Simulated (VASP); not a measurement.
# AlAs (kn) (F-43m) in VASP: single point with PBEsol

Aim: the single point of AlAs (kn) with PBEsol.

Everything below comes from runs of VASP 6.6.1. Logs are shortened: lines on timing, memory, paths and dates and some standing lists are left out, and cuts for length are marked.

## 1. The cell of the first run

It takes space group F-43m (No. 216, cubic). The conventional cell has a = 5.675 Å, b = 5.675 Å, c = 5.675 Å, α = 90.00°, β = 90.00°, γ = 90.00°. Within 3.2 Å of Al (site symmetry -43m) lie 4 As at 2.46 Å. Within 3.2 Å of As (site symmetry -43m) lie 4 Al at 2.46 Å.

## 2. Single point, PBEsol

Input file INCAR:

```
ALGO     = Normal         # electronic algorithm
EDIFF    = 1E-6           # SCF threshold, eV
ENCUT    = 500            # plane-wave cutoff, eV
GGA      = PS             # functional
GGA_COMPAT= F            
ISIF     = 2              # what is computed and relaxed
ISMEAR   = 0              # smearing method
LASPH    = T              # aspherical terms in the spheres
LCHARG   = T              # write CHGCAR
LELF     = T              # ELF
LREAL    = F              # projectors in reciprocal space
LVHAR    = T            
LWAVE    = F              # write WAVECAR
NBANDS   = 11             # bands
NELM     = 120            # most SCF steps
PREC     = Accurate       # precision mode
SIGMA    = 0.02           # smearing width, eV
```

Input file KPOINTS:

```
k-points
0
Gamma
  6 6 6
```

Input file POSCAR:

```
AlAs
1.0
    0.0000000000      2.8373087726      2.8373087726
    2.8373087726      0.0000000000      2.8373087726
    2.8373087726      2.8373087726      0.0000000000
Al As
1 1
Direct
    0.0000000000      0.0000000000      0.0000000000
    0.2500000000      0.2500000000      0.2500000000
```

Potentials or basis: VASP PAW PBE potentials, release 64 (Al, As).

On the command line:

```sh
$ cat potpaw_PBE.64/Al/POTCAR potpaw_PBE.64/As/POTCAR > POTCAR
$ mpirun -np 1 vasp_std > vasp.out
```

OUTCAR:

```text
EDIFF = 1E-6
   ENCUT = 500
   GGA = PS
   ISIF = 2
   ISMEAR = 0
   LASPH = T
   LREAL = F
   NELM = 120
   PREC = Accurate

 ion  position               nearest neighbor table
   1  0.000  0.000  0.000-   2 2.46   2 2.46   2 2.46   2 2.46
   2  0.250  0.250  0.250-   1 2.46   1 2.46   1 2.46   1 2.46

  LATTYP: Found a face centered cubic cell.
 ALAT       =     5.6746175452

  Lattice vectors:

 A1 = (   0.0000000000,   2.8373087726,   2.8373087726)
 A2 = (   2.8373087726,   0.0000000000,   2.8373087726)
 A3 = (   2.8373087726,   2.8373087726,   0.0000000000)

Analysis of symmetry for initial positions (statically):
=====================================================================
 Subroutine PRICEL returns:
 Original cell was already a primitive cell.

 Routine SETGRP: Setting up the symmetry group for a
 face centered cubic supercell.

 Subroutine GETGRP returns: Found 24 space group operations
 (whereof 24 operations were pure point group operations)
 out of a pool of 48 trial point group operations.

The static configuration has the point symmetry T_d .

Analysis of symmetry for dynamics (positions and initial velocities):
=====================================================================
 Subroutine PRICEL returns:
 Original cell was already a primitive cell.

 Routine SETGRP: Setting up the symmetry group for a
 face centered cubic supercell.

 Subroutine GETGRP returns: Found 24 space group operations
 (whereof 24 operations were pure point group operations)
 out of a pool of 48 trial point group operations.

The dynamic configuration has the point symmetry T_d .

 Subroutine INISYM returns: Found 24 space group operations
 (whereof 24 operations are pure point group operations),
 and found     1 'primitive' translations

----------------------------------------------------------------------------------------

                                     Primitive cell

  volume of cell :      45.6825

  direct lattice vectors                    reciprocal lattice vectors
     0.000000000  2.837308773  2.837308773    -0.176223330  0.176223330  0.176223330
     2.837308773  0.000000000  2.837308773     0.176223330 -0.176223330  0.176223330
     2.837308773  2.837308773  0.000000000     0.176223330  0.176223330 -0.176223330

  length of vectors
     4.012560547  4.012560547  4.012560547     0.305227761  0.305227761  0.305227761

  position of ions in fractional coordinates (direct lattice)
     0.000000000  0.000000000  0.000000000
     0.250000000  0.250000000  0.250000000
[... 76 lines left out ...]
   POTIM  = 0.5000    time-step for ionic-motion
   TEBEG  =    0.0;   TEEND  =   0.0 temperature during run
   PSTRESS=    0.0 pullay stress
   NELECT =       8.0000    total number of electrons
   NUPDOWN=      -1.0000    fix difference up-down
   EMIN   =  10.00;   EMAX   =-10.00  energy-range for DOS
   EFERMI =   0.00;   METHOD = LEGACY
   ISMEAR =     0;   SIGMA  =   0.02  broadening in eV -4-tet -1-fermi 0-gaus
   EFERMI_NEDOS =   21; number of points for ismear=-14 and -15
   IALGO  =     38    algorithm
   IMIX   =      4    mixing-type and parameters
     AMIX     =   0.40;   BMIX     =  1.00
     AMIX_MAG =   1.60;   BMIX_MAG =  1.00
  volume/ion in A,a.u.               =      22.84       154.14
  Fermi-wavevector in a.u.,A,eV,Ry     =   0.915914  1.730827 11.413917  0.838899
  Thomas-Fermi vector in A             =   2.040710
   LORBIT       =      0    0 simple, 1 ext, 2 COOP (PROOUT), +10 PAW based schemes
   GGA     = PS    functional components
   LHFCALC =     F    Hartree Fock is set to
   AEXX    =    0.0000 exact exchange contribution
   IVDW    =     0    specifies the selected vdW correction
   LEPSILON=     F    determine dielectric tensor
   LRPA    =     F    only Hartree local field effects (RPA)
 non-spin polarized calculation
 Gauss-broadening in eV      SIGMA  =   0.02
  energy-cutoff  :      500.00
  volume of cell :       45.68
 maximum number of plane-waves:      1211
 NGX is ok and might be reduce to    30
   NGX = 15   NGY = 15   NGZ = 15

 number of electron       8.0000000 magnetization

 Free energy of the ion-electron system (eV)
  ---------------------------------------------------
  ext. energy  EPLUGINS =         0.00000000
  ---------------------------------------------------
  free energy    TOTEN  =       -10.05353635 eV

  energy without entropy =      -10.05353635  energy(sigma->0) =      -10.05353635

 E-fermi :   3.8596     XC(G=0):  -9.1653

 val. band max:        3.7458380112   @ k =   0.0000   0.0000   0.0000
 cond. band min:       5.0730938722   @ k =   0.5000   0.5000   0.0000
 fundamental gap:      1.3272558610
 Fermi energy:         3.8595942053

 k-point     1 :       0.0000    0.0000    0.0000
  band No.  band energies     occupation
      1      -8.1005      2.00000
      2       3.7458      2.00000
      3       3.7458      2.00000
      4       3.7458      2.00000
      5       5.6670      0.00000
      6       7.9922      0.00000
      7       7.9922      0.00000
      8       7.9922      0.00000
      9      12.4130      0.00000
     10      12.7180      0.00000
     11      12.7180      0.00000
[... 197 lines left out ...]
 k-point    16 :      -0.3333    0.5000    0.1667
  band No.  band energies     occupation
      1      -6.1204      2.00000
      2      -1.4344      2.00000
      3       0.8006      2.00000
      4       1.0454      2.00000
      5       6.8195      0.00000
      6       7.7866      0.00000
      7      10.7740      0.00000
      8      11.4858      0.00000
      9      14.2212      0.00000
     10      15.9791      0.00000
     11      16.1881      0.00000

------------------------ aborting loop because EDIFF is reached ----------------------------------------

  FORCE on cell =-STRESS in cart. coord.  units (eV):
  Direction    XX          YY          ZZ          XY          YZ          ZX
  --------------------------------------------------------------------------------------
  -------------------------------------------------------------------------------------
  Total        0.0825513      0.0825513      0.0825513      0.0000000      0.0000000      0.0000000
  in kB        2.8952414      2.8952414      2.8952414      0.0000000      0.0000000      0.0000000
  external PRESSURE =       2.8952414 kB  Pullay stress =       0.0000000 kB

 VOLUME and BASIS-vectors are now :
 -----------------------------------------------------------------------------
  energy-cutoff  :      500.00
  volume of cell :       45.68
      direct lattice vectors                 reciprocal lattice vectors
     0.000000000  2.837308773  2.837308773    -0.176223330  0.176223330  0.176223330
     2.837308773  0.000000000  2.837308773     0.176223330 -0.176223330  0.176223330
     2.837308773  2.837308773  0.000000000     0.176223330  0.176223330 -0.176223330

 POSITION                                       TOTAL-FORCE (eV/Angst)
 -----------------------------------------------------------------------------------
      0.00000      0.00000      0.00000         0.000000     -0.000000      0.000000
      1.41865      1.41865      1.41865        -0.000000      0.000000     -0.000000
 -----------------------------------------------------------------------------------
    total drift:                               -0.000000     -0.000000     -0.000000

  FREE ENERGIE OF THE ION-ELECTRON SYSTEM (eV)
  ---------------------------------------------------
  free  energy   TOTEN  =       -10.0535363485 eV

  energy  without entropy=      -10.0535363485  energy(sigma->0) =      -10.05353635
```

stdout:

```text
POSCAR found type information on POSCAR AlAs
 POSCAR found :  2 types and       2 ions
 scaLAPACK will be used
 -----------------------------------------------------------------------------
|                                                                             |
|                                                                             |
|     You enforced a specific xc type in the INCAR file but a different       |
|     I HOPE YOU KNOW WHAT YOU ARE DOING!                                     |
|                                                                             |
 -----------------------------------------------------------------------------

 LDA part: xc-table for (Slater+PW92), standard interpolation
 POSCAR, INCAR and KPOINTS ok, starting setup
 FFT: planning ... GRIDC
 FFT: planning ... GRID_SOFT
 FFT: planning ... GRID
 WAVECAR not read
 entering main loop
```

It took 14 s on 1 thread of AMD EPYC 9R45, shared host; peak memory 0.13 GiB.

What came out:

```
Free energy            : -10.0535 eV
Pressure               : 0.3 GPa
Band gap on the k mesh : 1.33 eV, indirect (least direct gap 1.92 eV)
```

Caveat: the PAW data sets were made with another functional, which shifts forces and pressure a little. A k mesh can miss the band edges.
